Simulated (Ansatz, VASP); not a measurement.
## Two plane-wave programs on ScIn4

```xyz
5
Lattice="5.4022 0.0000 0.0000 0.0000 5.4022 0.0000 0.0000 0.0000 5.4022" Properties=species:S:1:pos:R:3 pbc="T T T"
Sc    2.7011    2.7011    2.7011
In    4.3234    4.3234    4.3234
In    1.0787    1.0787    4.3234
In    1.0787    4.3234    1.0787
In    4.3234    1.0787    1.0787
```

Alike in both runs: task single point; functional PBE; k mesh 4 × 4 × 4; occupations gaussian, width 0.1 eV; collinear spin.

|  | VASP | Ansatz |
| --- | --- | --- |
| version | VASP 6.6.1 | Ansatz 0.2.0 |
| potentials or method | VASP PAW PBE potentials, release 64 (Sc_sv, In_d), cutoff 520 eV | scalar-relativistic, plane waves, PAW |
| valence electrons in the cell | 63 | 63 |

VASP gave:

```
gap on the k mesh at the Fermi level (eV) : none
pressure (GPa)                            : 0.3
rms of the force components (eV/Å)        : 0.025
net moment per atom (μB)                  : 0.00
```

Q: What did Ansatz give for the same quantities?

A: gap on the k mesh at the Fermi level (eV): none; pressure (GPa): 0.3; rms of the force components (eV/Å): 0.026; net moment per atom (μB): 0.00.

Atom by atom the forces differ by 0.001 eV/Å (rms over components). A gap of «none» marks a metal or a gap that the smearing closes. The functional is the same, so the differences come from potentials, cutoffs and numerics. Ansatz's warnings: seeded moment not kept.
